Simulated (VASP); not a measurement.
# TiO2 (Fm-3m) in VASP: G0W0 quasiparticle levels with PBE

Aim: the G0W0 quasiparticle levels of TiO2 with PBE.

All numbers are computed with VASP 6.6.1; they aren't measurements. Logs are shortened: lines on timing, memory, paths and dates and some standing lists are left out, and cuts for length are marked.

**1. The cell of the first run**

It takes space group Fm-3m (No. 225, cubic). The conventional cell has a = 4.794 Å, b = 4.794 Å, c = 4.794 Å, α = 90.00°, β = 90.00°, γ = 90.00°. Within 2.7 Å of Ti (site symmetry m-3m) lie 8 O at 2.08 Å. O (site symmetry -43m) has 4 Ti at 2.08 Å and 6 O at 2.40 Å within 2.7 Å.

**2. G0W0 quasiparticle levels, PBE**

File POSCAR:

```
TiO2
1.0
    0.0000000000      2.3968272558      2.3968272558
    2.3968272558      0.0000000000      2.3968272558
    2.3968272558      2.3968272558      0.0000000000
Ti O
1 2
Direct
    0.0000000000      0.0000000000      0.0000000000
    0.2500000000      0.2500000000      0.2500000000
    0.7500000000      0.7500000000      0.7500000000
```

File INCAR.step1:

```
SYSTEM = TiO2
PREC = Accurate
ENCUT = 500
EDIFF = 1E-8
ISMEAR = 0
SIGMA = 0.01
LREAL = .False.
LASPH = .True.
NELM = 60
ALGO = Normal
LWAVE = .True.
LCHARG = .False.
GGA = PE
```

File INCAR.step2:

```
SYSTEM = TiO2
PREC = Accurate
ENCUT = 500
EDIFF = 1E-8
ISMEAR = 0
SIGMA = 0.01
LREAL = .False.
LASPH = .True.
NELM = 1
ALGO = Exact
LWAVE = .True.
LCHARG = .False.
GGA = PE
NBANDS = 115
LOPTICS = .True.
ISTART = 1
```

File INCAR.step3:

```
SYSTEM = TiO2
PREC = Accurate
ENCUT = 500
EDIFF = 1E-8
ISMEAR = 0
SIGMA = 0.01
LREAL = .False.
LASPH = .True.
ALGO = EVGW0
LWAVE = .False.
LCHARG = .False.
GGA = PE
NELMGW = 1
NBANDS = 115
ENCUTGW = 140.0
NOMEGA = 96
PRECFOCK = Fast
ISTART = 1
NBANDSGW = 20
OMEGAMAX = 20
```

File KPOINTS:

```
regular mesh
0
Gamma
  4 4 4
  0 0 0
```

Potentials or basis: VASP PAW PBE potentials, release 64 (Ti_sv_GW, O_GW).

Command:

```sh
$ cat potpaw_PBE.64/Ti_sv_GW/POTCAR potpaw_PBE.64/O_GW/POTCAR > POTCAR
$ cp INCAR.step1 INCAR
$ mpirun -np 1 vasp_std > vasp.out
$ cp INCAR.step2 INCAR
$ mpirun -np 1 vasp_std > vasp.out
$ cp INCAR.step3 INCAR
$ mpirun -np 1 vasp_std > vasp.out
```

OUTCAR:

```text
SYSTEM = TiO2
   PREC = Accurate
   ENCUT = 500
   EDIFF = 1E-8
   ISMEAR = 0
   LREAL = .False.
   LASPH = .True.
   GGA = PE
   NELMGW = 1
   ENCUTGW = 140.0
   PRECFOCK = Fast
   ISTART = 1

 ion  position               nearest neighbor table
   1  0.000  0.000  0.000-   3 2.08   3 2.08   3 2.08   2 2.08   3 2.08   2 2.08   2 2.08   2 2.08

   2  0.250  0.250  0.250-   1 2.08   1 2.08   1 2.08   1 2.08
   3  0.750  0.750  0.750-   1 2.08   1 2.08   1 2.08   1 2.08

  LATTYP: Found a face centered cubic cell.
 ALAT       =     4.7936545116

  Lattice vectors:

 A1 = (   0.0000000000,   2.3968272558,   2.3968272558)
 A2 = (   2.3968272558,   0.0000000000,   2.3968272558)
 A3 = (   2.3968272558,   2.3968272558,   0.0000000000)

Analysis of symmetry for initial positions (statically):
=====================================================================
 Subroutine PRICEL returns:
 Original cell was already a primitive cell.

 Routine SETGRP: Setting up the symmetry group for a
 face centered cubic supercell.

 Subroutine GETGRP returns: Found 48 space group operations
 (whereof 48 operations were pure point group operations)
 out of a pool of 48 trial point group operations.

The static configuration has the point symmetry O_h .

Analysis of symmetry for dynamics (positions and initial velocities):
=====================================================================
 Subroutine PRICEL returns:
 Original cell was already a primitive cell.

 Routine SETGRP: Setting up the symmetry group for a
 face centered cubic supercell.

 Subroutine GETGRP returns: Found 48 space group operations
 (whereof 48 operations were pure point group operations)
 out of a pool of 48 trial point group operations.

The dynamic configuration has the point symmetry O_h .

 Subroutine INISYM returns: Found 48 space group operations
 (whereof 48 operations are pure point group operations),
 and found     1 'primitive' translations

----------------------------------------------------------------------------------------

                                     Primitive cell

  volume of cell :      27.5385

  direct lattice vectors                    reciprocal lattice vectors
     0.000000000  2.396827256  2.396827256    -0.208609110  0.208609110  0.208609110
     2.396827256  0.000000000  2.396827256     0.208609110 -0.208609110  0.208609110
     2.396827256  2.396827256  0.000000000     0.208609110  0.208609110 -0.208609110

  length of vectors
     3.389625612  3.389625612  3.389625612     0.361321577  0.361321577  0.361321577

  position of ions in fractional coordinates (direct lattice)
     0.000000000  0.000000000  0.000000000
     0.250000000  0.250000000  0.250000000
     0.750000000  0.750000000  0.750000000

  ion indices of the primitive-cell ions
   primitive index   ion index
                 1           1
                 2           2
                 3           3

----------------------------------------------------------------------------------------

 KPOINTS: regular mesh

Automatic generation of k-mesh.
 Grid dimensions read from file:
 generate k-points for:    4    4    4

 Generating k-lattice:

  Cartesian coordinates                     Fractional coordinates (reciprocal lattice)
    -0.052152277  0.052152277  0.052152277     0.250000000  0.000000000  0.000000000
     0.052152277 -0.052152277  0.052152277     0.000000000  0.250000000  0.000000000
     0.052152277  0.052152277 -0.052152277     0.000000000  0.000000000  0.250000000

  Length of vectors
     0.090330394  0.090330394  0.090330394

  Shift w.r.t. Gamma in fractional coordinates (k-lattice)
     0.000000000  0.000000000  0.000000000

 Subroutine IBZKPT returns following result:
 ===========================================

 Found      8 irreducible k-points:

 Following reciprocal coordinates:
            Coordinates               Weight
  0.000000  0.000000  0.000000      1.000000
  0.250000  0.000000  0.000000      8.000000
  0.500000  0.000000  0.000000      4.000000
  0.250000  0.250000  0.000000      6.000000
  0.500000  0.250000  0.000000     24.000000
 -0.250000  0.250000  0.000000     12.000000
  0.500000  0.500000  0.000000      3.000000
 -0.250000  0.500000  0.250000      6.000000
   k-points           NKPTS =      8   k-points in BZ     NKDIM =     64   number of bands    NBANDS=    115
   number of dos      NEDOS =    301   number of ions     NIONS =      3
   total plane-waves  NPLWV =  21952
   dimension x,y,z NGX =    28 NGY =   28 NGZ =   28
   dimension x,y,z NGXF=    56 NGYF=   56 NGZF=   56
   ions per type =               1   2
   NGX,Y,Z   is equivalent  to a cutoff of  13.73, 13.73, 13.73 a.u.
   NGXF,Y,Z  is equivalent  to a cutoff of  27.47, 27.47, 27.47 a.u.
 SYSTEM =  TiO2
   PREC   = accura    normal or accurate (medium, high low for compatibility)
   ISTART =      1    job   : 0-new  1-cont  2-samecut
   ICHARG =      0    charge: 1-file 2-atom 10-const
   ISPIN  =      1    spin polarized calculation?
   LNONCOLLINEAR =      F non collinear calculations
   LSORBIT =      F    spin-orbit coupling
   LASPH  =      T    aspherical Exc in radial PAW
   ENCUT  =  500.0 eV  36.75 Ry    6.06 a.u.   6.18  6.18  6.18*2*pi/ulx,y,z
   NELM   =     60;   NELMIN=  2; NELMDL=  0     # of ELM steps
   EDIFF  = 0.1E-07   stopping-criterion for ELM
   LREAL  =      F    real-space projection
   EDIFFG = 0.1E-06   stopping-criterion for IOM
   NSW    =      0    number of steps for IOM
   IBRION =     -1    ionic relax: 0-MD 1-quasi-New 2-CG
   NFREE  =      0    steps in history (QN), initial steepest desc. (CG)
   ISIF   =      0    stress and relaxation
   ISYM   =      3    0-nonsym 1-usesym 2-fastsym
   POTIM  = 0.5000    time-step for ionic-motion
   TEBEG  =    0.0;   TEEND  =   0.0 temperature during run
   PSTRESS=    0.0 pullay stress
   NELECT =      24.0000    total number of electrons
   NUPDOWN=      -1.0000    fix difference up-down
   EMIN   =  10.00;   EMAX   =-10.00  energy-range for DOS
   EFERMI =   0.00;   METHOD = LEGACY
   ISMEAR =     0;   SIGMA  =   0.01  broadening in eV -4-tet -1-fermi 0-gaus
   EFERMI_NEDOS =   21; number of points for ismear=-14 and -15
   IALGO  =     38    algorithm
   IMIX   =      4    mixing-type and parameters
     AMIX     =   0.40;   BMIX     =  1.00
     AMIX_MAG =   1.60;   BMIX_MAG =  1.00
  volume/ion in A,a.u.               =       9.18        61.95
  Fermi-wavevector in a.u.,A,eV,Ry     =   1.563742  2.955044 33.270189  2.445290
  Thomas-Fermi vector in A             =   2.666469
   LORBIT       =      0    0 simple, 1 ext, 2 COOP (PROOUT), +10 PAW based schemes
   GGA     = PE    functional components
   LHFCALC =     T    Hartree Fock is set to
   PRECFOCK=fast      Normal, Fast or Accurate (Low or Medium for compatibility)
   ENCUT4O =  -1.0   cutoff for four orbital integrals eV
   NKREDX  =     1    reduce k-point grid by
   NKREDY  =     1    reduce k-point grid by
   NKREDZ  =     1    reduce k-point grid by
   AEXX    =    1.0000 exact exchange contribution
   HFSCREEN=    0.0000 screening length (either q_TF or 0.3 A-1)
   HFSCREENC=   0.0000 screening length for correlation (either q_TF or 0.3 A-1)
   ENCUTFOCK=  -1.0 apply spherical cutoff to Coloumb kernel
   IVDW    =     0    specifies the selected vdW correction
   LEPSILON=     F    determine dielectric tensor
   LRPA    =     F    only Hartree local field effects (RPA)
   LRPAFORCE           =     F    calculate RPA forces
   ENCUTGW             = 140.0    cutoff for response function in eV
   ENCUTGWSOFT         = 112.0    soft cutoff for Coulomb kernel in GW response function in eV
   ENCUTLF             =  -1.0    cutoff for local field effects
   NELMGW              =     1    number of iterations in solving QP/BSE equation
   NELMHF              =     1    number of iterations in the inner HF iteration
   NKREDLFX            =     1    NKREDLFY  =   1   NKREDLFZ  =   1
 non-spin polarized calculation
 Gauss-broadening in eV      SIGMA  =   0.01
  energy-cutoff  :      500.00
  volume of cell :       27.54
 maximum number of plane-waves:       725
 NGX is ok and might be reduce to    28
  NGX = 14; NGY = 14; NGZ = 14
   NGX = 13   NGY = 13   NGZ = 13
 maximum number of plane-waves:       113
 NGX is ok and might be reduce to    14

 QP shifts <psi_nk| G(iteration)W_0 |psi_nk>: iteration 1
 for sc-GW calculations column KS-energies equals QP-energies in previous step
 and V_xc(KS)=  KS-energies - (<T + V_ion + V_H > + <T+V_H+V_ion>^1  + <V_x>^1)

 k-point   1 :       0.0000    0.0000    0.0000
  band No.  KS-energies  QP-energies   sigma(KS)   V_xc(KS)     V^pw_x(r,r')   Z            occupation Imag(sigma)

      1     -50.3638     -51.1695     -26.3623     -24.9370     -41.6328       0.5653       2.0000       1.0073
      2     -26.4532     -26.9089     -24.9894     -24.2290     -34.5768       0.5992       2.0000       0.3770
      3     -26.4532     -26.9089     -24.9894     -24.2290     -34.5768       0.5992       2.0000       0.3770
      4     -26.4532     -26.9089     -24.9894     -24.2290     -34.5768       0.5992       2.0000       0.3770
      5     -12.3776     -12.9914     -19.7277     -18.7116     -30.6069       0.6040       2.0000       1.1014
      6      -8.5454      -9.7934     -22.7512     -20.9987     -32.1672       0.7121       2.0000       0.9286
[... 12 lines left out ...]
     19      21.5902      21.9509     -10.5823     -11.0223      -4.8397       0.8198       0.0000      -0.3654
     20      21.5902      21.9509     -10.5823     -11.0223      -4.8397       0.8198       0.0000      -0.3654

 k-point   2 :       0.2500    0.0000    0.0000
  band No.  KS-energies  QP-energies   sigma(KS)   V_xc(KS)     V^pw_x(r,r')   Z            occupation Imag(sigma)

      1     -50.3519     -51.1533     -26.3610     -24.9493     -41.6387       0.5677       2.0000       1.0028
      2     -26.5840     -27.0392     -24.8249     -24.0590     -34.5375       0.5944       2.0000       0.4419
      3     -26.4685     -26.9240     -24.9730     -24.2107     -34.5765       0.5975       2.0000       0.3846
      4     -26.4685     -26.9240     -24.9730     -24.2107     -34.5765       0.5975       2.0000       0.3846
      5     -11.7060     -12.4300     -20.3584     -19.1460     -30.8276       0.5971       2.0000       0.9993
      6      -9.2608     -10.3590     -22.1790     -20.5142     -31.7696       0.6596       2.0000       0.9473
[... 12 lines left out ...]
     19      21.3378      21.8155     -12.5085     -13.1107      -6.3539       0.7933       0.0000      -0.4336
     20      23.4631      24.0843     -11.0968     -11.8168      -5.0606       0.8628       0.0000      -0.7357
[... 102 lines left out ...]
      3     -26.5295     -26.9948     -24.9149     -24.1347     -34.5697       0.5964       2.0000       0.4260
      4     -26.5295     -26.9948     -24.9149     -24.1347     -34.5697       0.5964       2.0000       0.4260
      5     -10.3805     -11.2470     -21.6343     -20.2244     -31.4915       0.6146       2.0000       0.7867
      6     -10.1027     -11.0167     -21.5435     -20.0538     -31.5003       0.6135       2.0000       0.9583
[... 12 lines left out ...]
     19      21.5209      21.9639     -12.5967     -13.1461      -6.5527       0.8063       0.0000      -0.4600
     20      23.5561      24.6435     -14.7187     -16.0925      -7.9993       0.7915       0.0000      -0.6802

 k-point   8 :      -0.2500    0.5000    0.2500
  band No.  KS-energies  QP-energies   sigma(KS)   V_xc(KS)     V^pw_x(r,r')   Z            occupation Imag(sigma)

      1     -50.3324     -51.1324     -26.3565     -24.9704     -41.6482       0.5772       2.0000       0.9953
      2     -26.6263     -27.0795     -24.7736     -24.0127     -34.5330       0.5957       2.0000       0.4673
      3     -26.6263     -27.0795     -24.7736     -24.0127     -34.5330       0.5957       2.0000       0.4673
      4     -26.5307     -26.9921     -24.9070     -24.1318     -34.5641       0.5953       2.0000       0.4259
      5     -10.2524     -11.1656     -21.5849     -20.1350     -31.4888       0.6298       2.0000       0.8712
      6     -10.2524     -11.1656     -21.5849     -20.1350     -31.4888       0.6298       2.0000       0.8712
[... 12 lines left out ...]
     19      23.4093      24.5885     -14.1347     -15.5098      -7.6230       0.8575       0.0000      -0.7746
     20      23.9380      24.5309     -13.2697     -14.0247      -6.6111       0.7853       0.0000      -0.8831
```

It took 2.7 min on 1 thread of AMD EPYC 9R45 (Zen 5), shared host; peak memory 0.26 GiB.

Results:

| Quantity | Value |
| --- | --- |
| Quasiparticle gap | 2.24 eV |
| Least direct quasiparticle gap | 2.94 eV |
| Band gap of the starting levels on the mesh | 1.14 eV |
| Least direct gap of the starting levels on the mesh | 1.85 eV |

Caveat: the k points lie up to 0.57 Å⁻¹ apart; bands, screening cutoff and mesh are small and nothing is extrapolated, so the quasiparticle values aren't converged; the structure was generated, so it needn't be the stable form of TiO2.
